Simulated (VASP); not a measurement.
Write the native input for VASP 6.6.1 that does the following.

| Property | Result |
| --- | --- |
| Task | single point |
| Functional | b88 exchange, pbe correlation |
| Potentials or basis | VASP PAW PBE potentials, release 64 (Al, O) |
| Cutoff | 600 eV |
| k mesh | 7 × 7 × 7 |
| Occupations | fermi-dirac, width 0.05 eV |
| Spin | no spin polarisation |
| Dipole correction | no |
| Further INCAR settings | ALGO = Normal; EDIFF = 1e-06; NBANDS = 35 |

The structure of Al2O3 lies in POSCAR:

```
Al2O3
1.0
    2.3642746864      1.3650146266      4.3027928600
   -2.3642746864      1.3650146266      4.3027928600
    0.0000000000     -2.7300292533      4.3027928600
Al O
4 6
Direct
    0.8521600000      0.8521600000      0.8521600000
    0.6478400000      0.6478400000      0.6478400000
    0.1478400000      0.1478400000      0.1478400000
    0.3521600000      0.3521600000      0.3521600000
    0.0566800000      0.7500000000      0.4433200000
    0.7500000000      0.4433200000      0.0566800000
    0.4433200000      0.0566800000      0.7500000000
    0.9433200000      0.2500000000      0.5566800000
    0.2500000000      0.5566800000      0.9433200000
    0.5566800000      0.9433200000      0.2500000000
```

One way to write it, as run:

INCAR

```
PREC = Accurate ; ENCUT = 600
EDIFF = 1E-6 ; ISMEAR = -1
SIGMA = 0.05 ; LREAL = False
LASPH = True ; NELM = 120
ALGO = Normal ; ISIF = 2
LWAVE = False ; LCHARG = True
GGA = LIBXC ; LIBXC1 = GGA_X_B88
LIBXC2 = GGA_C_PBE ; LELF = True
LVHAR = True ; NBANDS = 35
GGA_COMPAT = False
```

KPOINTS

```
regular mesh
0
Gamma
  7 7 7
```

Potentials or basis: VASP PAW PBE potentials, release 64 (Al, O).

Launch:

```sh
$ cat potpaw_PBE.64/Al/POTCAR potpaw_PBE.64/O/POTCAR > POTCAR
$ mpirun -np 1 vasp_std > vasp.out
```

Results of the run:

```yaml
Pressure: 12.2 GPa
Largest_force: 0.038 eV/Å
Band_gap_on_the_k_mesh: 6.51 eV
```

Caveat: the cell stands under pressure; the PAW data sets were made with another functional, which shifts forces and pressure a little.

Run time: 3.8 min on 1 thread of Intel(R) Xeon(R) 6975P-C (Granite Rapids) (shared host), peak memory 0.3 GiB.
